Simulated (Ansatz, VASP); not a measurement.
## Mo: VASP beside Ansatz

```xyz
1
Lattice="2.7609 0.0000 0.0000 -1.3805 2.3910 0.0000 0.0000 0.0000 2.5534" Properties=species:S:1:pos:R:3 pbc="T T T"
Mo    0.0000    0.0000    0.0000
```

Alike in both runs: task single point; functional PBE; k mesh 6 × 6 × 6; occupations gaussian, width 0.1 eV; collinear spin.

|  | VASP | Ansatz |
| --- | --- | --- |
| version | VASP 6.6.1 | Ansatz 0.2.0 |
| potentials or method | VASP PAW PBE potentials, release 64 (Mo_sv), cutoff 500 eV | scalar-relativistic, plane waves, PAW |
| valence electrons in the cell | 14 | 14 |

```csv
,VASP,Ansatz,Ansatz less VASP
gap on the k mesh at the Fermi level (eV),none,none,-
pressure (GPa),-0.9,-1.3,-0.46
"traceless stress, the component that is largest in VASP (GPa)",-1.29,-1.39,-0.097
net moment per atom (μB),0.00,0.00,0.000
```

A gap of «none» marks a metal or a gap that the smearing closes. Ansatz's warnings: seeded moment not kept.

The k mesh is coarse, so the values compare programs but aren't converged.
